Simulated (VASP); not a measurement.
Here is a VASP 6.6.1 calculation.

The input POSCAR:

```
GaSi2
1.0
   -1.8542684480      1.8542684480      3.7829864670
    1.8542684480     -1.8542684480      3.7829864670
    1.8542684480      1.8542684480     -3.7829864670
Ga Si
1 2
Direct
    0.0000000000      0.0000000000      0.0000000000
    0.7500000000      0.2500000000      0.5000000000
    0.2500000000      0.7500000000      0.5000000000
```

The input INCAR.step1:

```
SYSTEM = GaSi2
ALGO = Normal
EDIFF = 1E-4
ENCUT = 600
GGA = PE
ISMEAR = 0
LASPH = .True.
LCHARG = .False.
LREAL = .False.
LWAVE = .True.
NELM = 60
PREC = Accurate
SIGMA = 0.1
```

File INCAR.step2:

```
SYSTEM = GaSi2
ALGO = Normal
EDIFF = 1E-6
EDIFFG = -0.04
ENCUT = 600
IBRION = 2
ISIF = 3
ISMEAR = 0
ISTART = 1
LASPH = .True.
LCHARG = .False.
LMIXTAU = .True.
LREAL = .False.
LWAVE = .False.
METAGGA = R2SCAN
NELM = 60
NSW = 90
PREC = Accurate
SIGMA = 0.1
```

File KPOINTS:

```
k-points
0
Gamma
  6 6 6
  0 0 0
```

Potentials or basis: VASP PAW PBE potentials, release 64 (Ga_d, Si).

Run with:

```bash
$ cat potpaw_PBE.64/Ga_d/POTCAR potpaw_PBE.64/Si/POTCAR > POTCAR
$ cp INCAR.step1 INCAR
$ mpirun -np 1 vasp_std > vasp.out
$ cp INCAR.step2 INCAR
$ mpirun -np 1 vasp_std > vasp.out
```

**Question.** Predict the relaxed volume.

**Answer.** 17.24 Å³/atom.

**Question.** What does it give for the band gap on the k mesh?

**Answer.** Zero (an odd number of electrons rules out a gap without spin polarisation).

**Question.** What does it give for the space group after relaxing (to 0.1 Å)?

**Answer.** I4/mmm (No. 139).

Step by step:
```
step  energy change (eV)  largest force (eV/Å)  pressure (GPa)  volume (Å³)
   1              0.0000                0.0000           -0.06        52.03
   2             -0.0055                0.0000            0.13        51.98
   3             -0.0130                0.0000            0.31        51.82
   4             -0.0137                0.0000            0.32        51.73
```

Caveat: the PAW data sets were made with another functional, which shifts forces and pressure a little.
